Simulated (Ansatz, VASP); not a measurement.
## W in VASP and in Ansatz

```
CELL_PARAMETERS angstrom
0.00000 1.81263 1.81263
1.81263 0.00000 1.81263
1.81263 1.81263 0.00000
ATOMIC_POSITIONS crystal
W 0.00000 0.00000 0.00000
```

Change from the starting cell: volume scaled by 0.76, LAPW.

Alike in both runs: task single point; functional LDA; k mesh 16 × 16 × 16; occupations fermi-dirac, width 0.08 eV; no spin polarisation.

|  | VASP | Ansatz |
| --- | --- | --- |
| version | VASP 6.6.1 | Ansatz 0.2.0 |
| potentials or method | VASP PAW LDA potentials, release 64 (W_sv), cutoff 520 eV | all-electron LAPW, scalar-relativistic |

```csv
,VASP,Ansatz,Ansatz less VASP
pressure (GPa),151.8,144.2,-7.58
```

LDA's correlation is that of Perdew and Zunger in VASP and of Perdew and Wang (1992) in Ansatz. Both programs put the cell under a high pressure, so it lies far from rest at this level. Ansatz ran all-electron here, and VASP with PAW potentials.

Spin-orbit coupling is off throughout. Noted on VASP's run: the cell as given lies far from equilibrium.
